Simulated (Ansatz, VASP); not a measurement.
One calculation of BeTe, two programs

```
Be Te
1.0
     0.00000    2.83146    2.83146
     2.83146    0.00000    2.83146
     2.83146    2.83146    0.00000
Be Te
1 1
Direct
  0.39900 0.67200 0.73500
  0.14900 0.42200 0.48500
```

Alike in both runs: task single point; functional PBE; k mesh 4 × 4 × 4; no spin polarisation.

|  | VASP | Ansatz |
| --- | --- | --- |
| version | VASP 6.6.1 | Ansatz 0.2.0 |
| potentials or method | VASP PAW PBE potentials, release 64 (Be, Te) | scalar-relativistic, plane waves, norm-conserving potentials |
| plane-wave cutoff (eV) | 600 | 1800 |
| occupations | gaussian, width 0.01 eV | fixed |
| valence electrons in the cell | 8 | 20 |

```tsv
	VASP	Ansatz	Ansatz less VASP
gap on the k mesh at the Fermi level (eV)	2.00	2.01	+0.011
least direct gap on the mesh (eV)	3.61	3.63	+0.017
pressure (GPa)	0.6	0.5	-0.08
```

VASP's potentials hold 8 valence electrons a cell and Ansatz's 20, so a difference there can come from the potentials and not from the codes.

The k mesh is coarse, so the values compare programs but aren't converged. Neither program's run includes spin-orbit coupling.
